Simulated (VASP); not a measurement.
Wanted: the native input for a VASP 6.6.1 run.

```yaml
Task: electric field gradients
Functional: PBE
Potentials_or_basis: VASP PAW PBE potentials, release 64 (In_d, P)
Cutoff: 520 eV
k_mesh: 11 × 11 × 11
Occupations: fermi-dirac, width 0.03 eV
Spin: no spin polarisation
Dipole_correction: no
Further_INCAR_settings: ALGO = Normal; EDIFF = 1e-08; NBANDS = 16
```

The structure of InP lies in POSCAR:

```
InP
1.0
    0.0000000000      2.7967183404      2.7967183404
    2.7967183404      0.0000000000      2.7967183404
    2.7967183404      2.7967183404      0.0000000000
In P
1 1
Direct
    0.0000000000      0.0000000000      0.0000000000
    0.5000000000      0.5000000000      0.5000000000
```

These files were run (other wordings do the same):

INCAR

```
SYSTEM = InP
ALGO = Normal
EDIFF = 1E-8
ENCUT = 520
GGA = PE
ISIF = 2
ISMEAR = -1
LASPH = .TRUE.
LCHARG = .FALSE.
LEFG = .TRUE.
LREAL = .FALSE.
LWAVE = .FALSE.
NBANDS = 16
NELM = 100
PREC = Accurate
SIGMA = 0.03
```

KPOINTS

```
k-points
0
G
  11 11 11
  0 0 0
```

Potentials or basis: VASP PAW PBE potentials, release 64 (In_d, P).

Command:

```console
$ cat potpaw_PBE.64/In_d/POTCAR potpaw_PBE.64/P/POTCAR > POTCAR
$ mpirun -np 1 vasp_std > vasp.out
```

It gave:

* Pressure: -2.1 GPa
* Band gap on the k mesh: zero (bands 9 and 10 overlap by 2.50 eV)
* Largest electric field gradient by atom: zero within the noise of the run

Caveat: spin-orbit coupling is left out, which moves the levels of the heavy elements.

It took 54 s on 1 thread of AMD EPYC 7R13 (shared host), peak memory 0.16 GiB.
